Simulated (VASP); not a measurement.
# BaTiO3 (P4mm) in VASP: further runs

The runs below take BaTiO3 through single point, with PBE.

Program: VASP 6.6.1. These are calculated values, not measurements. Logs are shortened: lines on timing, memory, paths and dates and some standing lists are left out, and cuts for length are marked.

## 1. The cell of the first run

The structure is tetragonal, space group P4mm (No. 99). Conventional cell: a = 4.026 Å, b = 4.026 Å, c = 4.045 Å, α = 90.00°, β = 90.00°, γ = 90.00°. Within 3.7 Å of Ba (site symmetry 4mm) lie 12 O at 2.81 to 2.90 Å and 8 Ti at 3.47 to 3.52 Å. Ti (site symmetry 4mm) has 6 O at 1.91 to 2.14 Å within 2.5 Å. Within 2.7 Å of O (site symmetry 2mm) lie 2 Ti at 2.02 Å. Within 2.5 Å of O (site symmetry 4mm) lie 2 Ti at 1.91 to 2.14 Å.

## 2. Single point, PBE

INCAR

```
PREC = Accurate ; ENCUT = 520
EDIFF = 1E-7 ; ISMEAR = -1
SIGMA = 0.05 ; LREAL = F
LASPH = T ; NELM = 100
ALGO = Normal ; ISIF = 2
LWAVE = F ; LCHARG = F
GGA = PE ; NBANDS = 28
```

KPOINTS

```
regular mesh
0
Gamma
  7 7 7
```

POSCAR

```
BaTiO3
1.0
    4.0262895137      0.0000000000      0.0000000000
    0.0000000000      4.0262895137      0.0000000000
    0.0000000000      0.0000000000      4.0446100470
Ba Ti O
1 1 3
Direct
    0.0000000000      0.0000000000      0.0000000000
    0.5000000000      0.5000000000      0.4900000000
    0.0000000000      0.5000000000      0.5170000000
    0.5000000000      0.0000000000      0.5170000000
    0.5000000000      0.5000000000      0.0190000000
```

Potentials or basis: VASP PAW PBE potentials, release 64 (Ba_sv, Ti_sv, O).

Run with:

```sh
cat potpaw_PBE.64/Ba_sv/POTCAR potpaw_PBE.64/Ti_sv/POTCAR potpaw_PBE.64/O/POTCAR > POTCAR
mpirun -np 1 vasp_std > vasp.out
```

OUTCAR:

```text
PREC = Accurate
   ENCUT = 520
   EDIFF = 1E-7
   ISMEAR = -1
   LREAL = F
   LASPH = T
   NELM = 100
   ISIF = 2
   GGA = PE

 ion  position               nearest neighbor table
   1  0.000  0.000  0.000-   3 2.81   4 2.81   3 2.81   4 2.81   5 2.85   5 2.85   5 2.85   5 2.85
                             4 2.90   3 2.90   4 2.90   3 2.90   2 3.47   2 3.47   2 3.47   2 3.47
   2  0.500  0.500  0.490-   5 1.91   4 2.02   3 2.02   4 2.02   3 2.02   5 2.14   1 3.47   1 3.47
                             1 3.47   1 3.47   1 3.52   1 3.52   1 3.52   1 3.52
   3  0.000  0.500  0.517-   2 2.02   2 2.02   1 2.81   1 2.81   1 2.90   1 2.90
   4  0.500  0.000  0.517-   2 2.02   2 2.02   1 2.81   1 2.81   1 2.90   1 2.90
   5  0.500  0.500  0.019-   2 1.91   2 2.14   1 2.85   1 2.85   1 2.85   1 2.85

  LATTYP: Found a simple tetragonal cell.
 ALAT       =     4.0262895137
 C/A-ratio  =     1.0045502275

  Lattice vectors:

 A1 = (   4.0262895137,   0.0000000000,   0.0000000000)
 A2 = (   0.0000000000,   4.0262895137,   0.0000000000)
 A3 = (   0.0000000000,   0.0000000000,   4.0446100470)

Analysis of symmetry for initial positions (statically):
=====================================================================
 Subroutine PRICEL returns:
 Original cell was already a primitive cell.

 Routine SETGRP: Setting up the symmetry group for a
 simple tetragonal supercell.

 Subroutine GETGRP returns: Found  8 space group operations
 (whereof  8 operations were pure point group operations)
 out of a pool of 16 trial point group operations.

The static configuration has the point symmetry C_4v.

Analysis of symmetry for dynamics (positions and initial velocities):
=====================================================================
 Subroutine PRICEL returns:
 Original cell was already a primitive cell.

 Routine SETGRP: Setting up the symmetry group for a
 simple tetragonal supercell.

 Subroutine GETGRP returns: Found  8 space group operations
 (whereof  8 operations were pure point group operations)
 out of a pool of 16 trial point group operations.

The dynamic configuration has the point symmetry C_4v.

 Subroutine INISYM returns: Found  8 space group operations
 (whereof  8 operations are pure point group operations),
 and found     1 'primitive' translations

----------------------------------------------------------------------------------------

                                     Primitive cell

  volume of cell :      65.5672

  direct lattice vectors                    reciprocal lattice vectors
     4.026289514  0.000000000  0.000000000     0.248367634  0.000000000  0.000000000
     0.000000000  4.026289514  0.000000000     0.000000000  0.248367634  0.000000000
     0.000000000  0.000000000  4.044610047     0.000000000  0.000000000  0.247242624

  length of vectors
     4.026289514  4.026289514  4.044610047     0.248367634  0.248367634  0.247242624

  position of ions in fractional coordinates (direct lattice)
     0.000000000  0.000000000  0.000000000
     0.500000000  0.500000000  0.490000000
     0.000000000  0.500000000  0.517000000
     0.500000000  0.000000000  0.517000000
     0.500000000  0.500000000  0.019000000

  ion indices of the primitive-cell ions
   primitive index   ion index
                 1           1
                 2           2
                 3           3
                 4           4
                 5           5

----------------------------------------------------------------------------------------

 KPOINTS: regular mesh

Automatic generation of k-mesh.
 Grid dimensions read from file:
 generate k-points for:    7    7    7

 Generating k-lattice:

  Cartesian coordinates                     Fractional coordinates (reciprocal lattice)
     0.035481091  0.000000000  0.000000000     0.142857143  0.000000000  0.000000000
     0.000000000  0.035481091  0.000000000     0.000000000  0.142857143  0.000000000
     0.000000000  0.000000000  0.035320375     0.000000000  0.000000000  0.142857143

  Length of vectors
     0.035481091  0.035481091  0.035320375

  Shift w.r.t. Gamma in fractional coordinates (k-lattice)
     0.000000000  0.000000000  0.000000000

 Subroutine IBZKPT returns following result:
 ===========================================

 Found     40 irreducible k-points:

 Following reciprocal coordinates:
            Coordinates               Weight
  0.000000  0.000000  0.000000      1.000000
  0.142857  0.000000  0.000000      4.000000
  0.285714  0.000000  0.000000      4.000000
  0.428571  0.000000  0.000000      4.000000
  0.142857  0.142857  0.000000      4.000000
  0.285714  0.142857  0.000000      8.000000
[... 16 lines left out ...]
  0.285714  0.000000  0.285714      8.000000
  0.428571  0.000000  0.285714      8.000000
 [... further k-points ...]
   k-points           NKPTS =     40   k-points in BZ     NKDIM =     40   number of bands    NBANDS=     28
   number of dos      NEDOS =    301   number of ions     NIONS =      5
   total plane-waves  NPLWV =  27000
   dimension x,y,z NGX =    30 NGY =   30 NGZ =   30
   dimension x,y,z NGXF=    60 NGYF=   60 NGZF=   60
   ions per type =               1   1   3
   NGX,Y,Z   is equivalent  to a cutoff of  12.39, 12.39, 12.33 a.u.
   NGXF,Y,Z  is equivalent  to a cutoff of  24.77, 24.77, 24.66 a.u.
 SYSTEM =  unknown system
   PREC   = accura    normal or accurate (medium, high low for compatibility)
   ISTART =      0    job   : 0-new  1-cont  2-samecut
   ICHARG =      2    charge: 1-file 2-atom 10-const
   ISPIN  =      1    spin polarized calculation?
   LNONCOLLINEAR =      F non collinear calculations
   LSORBIT =      F    spin-orbit coupling
   LASPH  =      T    aspherical Exc in radial PAW
   ENCUT  =  520.0 eV  38.22 Ry    6.18 a.u.   7.49  7.49  7.52*2*pi/ulx,y,z
   NELM   =    100;   NELMIN=  2; NELMDL= -5     # of ELM steps
   EDIFF  = 0.1E-06   stopping-criterion for ELM
   LREAL  =      F    real-space projection
   EDIFFG = 0.1E-05   stopping-criterion for IOM
   NSW    =      0    number of steps for IOM
   IBRION =     -1    ionic relax: 0-MD 1-quasi-New 2-CG
   NFREE  =      0    steps in history (QN), initial steepest desc. (CG)
   ISIF   =      2    stress and relaxation
   ISYM   =      2    0-nonsym 1-usesym 2-fastsym
   POTIM  = 0.5000    time-step for ionic-motion
   TEBEG  =    0.0;   TEEND  =   0.0 temperature during run
   PSTRESS=    0.0 pullay stress
   NELECT =      40.0000    total number of electrons
   NUPDOWN=      -1.0000    fix difference up-down
   EMIN   =  10.00;   EMAX   =-10.00  energy-range for DOS
   EFERMI =   0.00;   METHOD = LEGACY
   ISMEAR =    -1;   SIGMA  =   0.05  broadening in eV -4-tet -1-fermi 0-gaus
   EFERMI_NEDOS =   21; number of points for ismear=-14 and -15
   IALGO  =     38    algorithm
   IMIX   =      4    mixing-type and parameters
     AMIX     =   0.40;   BMIX     =  1.00
     AMIX_MAG =   1.60;   BMIX_MAG =  1.00
  volume/ion in A,a.u.               =      13.11        88.49
  Fermi-wavevector in a.u.,A,eV,Ry     =   1.388458  2.623804 26.229507  1.927814
  Thomas-Fermi vector in A             =   2.512582
   LORBIT       =      0    0 simple, 1 ext, 2 COOP (PROOUT), +10 PAW based schemes
   GGA     = PE    functional components
   LHFCALC =     F    Hartree Fock is set to
   AEXX    =    0.0000 exact exchange contribution
   IVDW    =     0    specifies the selected vdW correction
   LEPSILON=     F    determine dielectric tensor
   LRPA    =     F    only Hartree local field effects (RPA)
 non-spin polarized calculation
  energy-cutoff  :      520.00
  volume of cell :       65.57
 maximum number of plane-waves:      1791
 NGX is ok and might be reduce to    30
   NGX = 15   NGY = 15   NGZ = 15

 number of electron      39.9999979 magnetization

 Free energy of the ion-electron system (eV)
  ---------------------------------------------------
  ext. energy  EPLUGINS =         0.00000000
  ---------------------------------------------------
  free energy    TOTEN  =       -40.00361373 eV

  energy without entropy =      -40.00361372  energy(sigma->0) =      -40.00361373

 E-fermi :   4.5685     XC(G=0): -11.1381

 val. band max:        3.6031342563   @ k =   0.4286   0.4286   0.4286
 cond. band min:       5.4271673870   @ k =   0.0000   0.0000   0.0000
 fundamental gap:      1.8240331307
 Fermi energy:         4.5685097634

 k-point     1 :       0.0000    0.0000    0.0000
  band No.  band energies     occupation
      1     -52.9887      2.00000
      2     -29.2173      2.00000
      3     -29.1897      2.00000
      4     -29.1897      2.00000
      5     -21.2116      2.00000
      6     -13.1811      2.00000
[... 20 lines left out ...]
     27       8.7203      0.00000
     28      10.7797      0.00000

 k-point     2 :       0.1429    0.0000    0.0000
  band No.  band energies     occupation
      1     -52.9885      2.00000
      2     -29.2170      2.00000
      3     -29.1986      2.00000
      4     -29.1893      2.00000
      5     -21.1918      2.00000
      6     -13.1924      2.00000
[... 20 lines left out ...]
     27       9.0901      0.00000
     28      11.2585      0.00000

 k-point     3 :       0.2857    0.0000    0.0000
  band No.  band energies     occupation
      1     -52.9881      2.00000
      2     -29.2188      2.00000
      3     -29.2161      2.00000
      4     -29.1886      2.00000
      5     -21.1467      2.00000
      6     -13.2719      2.00000
[... 20 lines left out ...]
     27      10.0356      0.00000
     28      11.8990      0.00000

 k-point     4 :       0.4286    0.0000    0.0000
  band No.  band energies     occupation
      1     -52.9878      2.00000
      2     -29.2347      2.00000
      3     -29.2156      2.00000
      4     -29.1879      2.00000
      5     -21.1098      2.00000
      6     -13.3675      2.00000
[... 20 lines left out ...]
     27      10.9784      0.00000
     28      11.7989      0.00000

 k-point     5 :       0.1429    0.1429    0.0000
  band No.  band energies     occupation
      1     -52.9883      2.00000
      2     -29.2166      2.00000
      3     -29.1984      2.00000
      4     -29.1980      2.00000
      5     -21.1733      2.00000
      6     -13.1833      2.00000
[... 20 lines left out ...]
     27       9.4238      0.00000
     28      11.5183      0.00000

 k-point     6 :       0.2857    0.1429    0.0000
  band No.  band energies     occupation
      1     -52.9879      2.00000
      2     -29.2184      2.00000
      3     -29.2157      2.00000
      4     -29.1974      2.00000
      5     -21.1310      2.00000
      6     -13.2175      2.00000
[... 463 lines left out ...]
      5     -21.1491      2.00000
      6     -13.2416      2.00000
[... 20 lines left out ...]
     27      10.0480      0.00000
     28      11.8944      0.00000

 k-point    22 :       0.1429    0.0000    0.2857
  band No.  band energies     occupation
      1     -52.9880      2.00000
      2     -29.2447      2.00000
      3     -29.1974      2.00000
      4     -29.1883      2.00000
      5     -21.1333      2.00000
      6     -13.1846      2.00000
[... 20 lines left out ...]
     27      10.4114      0.00000
     28      12.1485      0.00000

 k-point    23 :       0.2857    0.0000    0.2857
  band No.  band energies     occupation
      1     -52.9876      2.00000
      2     -29.2437      2.00000
      3     -29.2172      2.00000
      4     -29.1875      2.00000
      5     -21.0974      2.00000
      6     -13.0893      2.00000
[... 20 lines left out ...]
     27      11.3839      0.00000
     28      12.0897      0.00000

 k-point    24 :       0.4286    0.0000    0.2857
  band No.  band energies     occupation
      1     -52.9873      2.00000
      2     -29.2428      2.00000
      3     -29.2330      2.00000
      4     -29.1869      2.00000
      5     -21.0681      2.00000
      6     -13.0651      2.00000
[... 20 lines left out ...]
     27      11.9565      0.00000
     28      12.4185      0.00000

 [... further k-points ...]
[... 5 lines left out ...]
  --------------------------------------------------------------------------------------
  -------------------------------------------------------------------------------------
  Total        0.2211581      0.2211581      0.5719012      0.0000000      0.0000000      0.0000000
  in kB        5.4041427      5.4041427     13.9747794      0.0000000      0.0000000      0.0000000
  external PRESSURE =       8.2610216 kB  Pullay stress =       0.0000000 kB

 VOLUME and BASIS-vectors are now :
 -----------------------------------------------------------------------------
  energy-cutoff  :      520.00
  volume of cell :       65.57
      direct lattice vectors                 reciprocal lattice vectors
     4.026289514  0.000000000  0.000000000     0.248367634  0.000000000  0.000000000
     0.000000000  4.026289514  0.000000000     0.000000000  0.248367634  0.000000000
     0.000000000  0.000000000  4.044610047     0.000000000  0.000000000  0.247242624

 POSITION                                       TOTAL-FORCE (eV/Angst)
 -----------------------------------------------------------------------------------
      0.00000      0.00000      0.00000        -0.000000      0.000000      0.056686
      2.01314      2.01314      1.98186        -0.000000     -0.000000     -0.205949
      0.00000      2.01314      2.09106         0.000000     -0.000000     -0.122095
      2.01314      0.00000      2.09106        -0.000000      0.000000     -0.122095
      2.01314      2.01314      0.07685        -0.000000      0.000000      0.393453
 -----------------------------------------------------------------------------------
    total drift:                                0.000000      0.000000      0.000108

  FREE ENERGIE OF THE ION-ELECTRON SYSTEM (eV)
  ---------------------------------------------------
  free  energy   TOTEN  =       -40.0036137261 eV

  energy  without entropy=      -40.0036137249  energy(sigma->0) =      -40.00361373
```

It took 63 s on 1 thread of Intel Xeon Platinum 8488C (Sapphire Rapids), shared host; peak memory 0.22 GiB.

What came out:

```yaml
Free_energy: -40.0036 eV
Pressure: 0.8 GPa
Largest_force: 0.393 eV/Å
Band_gap_on_the_k_mesh: 1.82 eV, indirect (least direct gap 2.03 eV)
```

Forces in eV/Å, atoms in the order of the input:
```
Ba   0.000  0.000  0.057
Ti   0.000  0.000 -0.206
O    0.000  0.000 -0.122
O    0.000  0.000 -0.122
O    0.000  0.000  0.393
```

Stress tensor (GPa, compression positive):
```
0.54 0.00 0.00
0.00 0.54 0.00
0.00 0.00 1.40
```

Caveat: spin-orbit coupling is left out, which moves the levels of the heavy elements. A k mesh can miss the band edges.

## 3. Single point, PBE

This run uses another cell than the first one, of 13.37 Å³/atom, 1.020 times its volume.

INCAR

```
ALGO = Normal ; EDIFF = 1E-7
ENCUT = 520 ; GGA = PE
ISIF = 2 ; ISMEAR = -1
LASPH = T ; LCHARG = F
LREAL = F ; LWAVE = F
NBANDS = 28 ; NELM = 100
PREC = Accurate ; SIGMA = 0.05
```

KPOINTS

```
k-points
0
Gamma
  7 7 7
```

POSCAR: that of step 2 with these lines changed.

```diff
@@ -2,5 +2,5 @@
 1.0
-    4.0262895137      0.0000000000      0.0000000000
-    0.0000000000      4.0262895137      0.0000000000
-    0.0000000000      0.0000000000      4.0446100470
+    4.0524349834      0.0000000000      0.0000000000
+    0.0000000000      4.0524349834      0.0000000000
+    0.0000000000      0.0000000000      4.0708744845
 Ba Ti O
```

Potentials or basis: VASP PAW PBE potentials, release 64 (Ba_sv, Ti_sv, O).

Run with:

```sh
cat potpaw_PBE.64/Ba_sv/POTCAR potpaw_PBE.64/Ti_sv/POTCAR potpaw_PBE.64/O/POTCAR > POTCAR
mpirun -np 1 vasp_std > vasp.out
```

Wall time 60 s (1 thread of Intel Xeon Platinum 8488C (Sapphire Rapids), shared host); peak memory 0.22 GiB.

It converged, with:

```
Free energy            : -39.9991 eV
Pressure               : -2.2 GPa
Largest force          : 0.506 eV/Å
Band gap on the k mesh : 1.78 eV, indirect (least direct gap 2.01 eV)
```

Forces on the atoms (eV/Å):
```
Ba   0.000  0.000  0.039
Ti   0.000  0.000 -0.293
O    0.000  0.000 -0.126
O    0.000  0.000 -0.126
O    0.000  0.000  0.506
```

Stress tensor (GPa, compression positive):
```
-2.48  0.00  0.00
 0.00 -2.48  0.00
 0.00  0.00 -1.69
```

Levels at points of the mesh, in eV from the valence-band top:
| k point | band 17 | band 18 | band 19 | band 20 | band 21 | band 22 | band 23 | band 24 |
| --- | --- | --- | --- | --- | --- | --- | --- | --- |
| (0.00, 0.00, 0.00) | -0.98 | -0.25 | -0.22 | -0.22 | 1.78 | 1.99 | 1.99 | 3.79 |

Caveat: spin-orbit coupling is left out, which moves the levels of the heavy elements. As with any semilocal functional, this PBE gap is likely too small.

(Continued in part 2 of 2.)
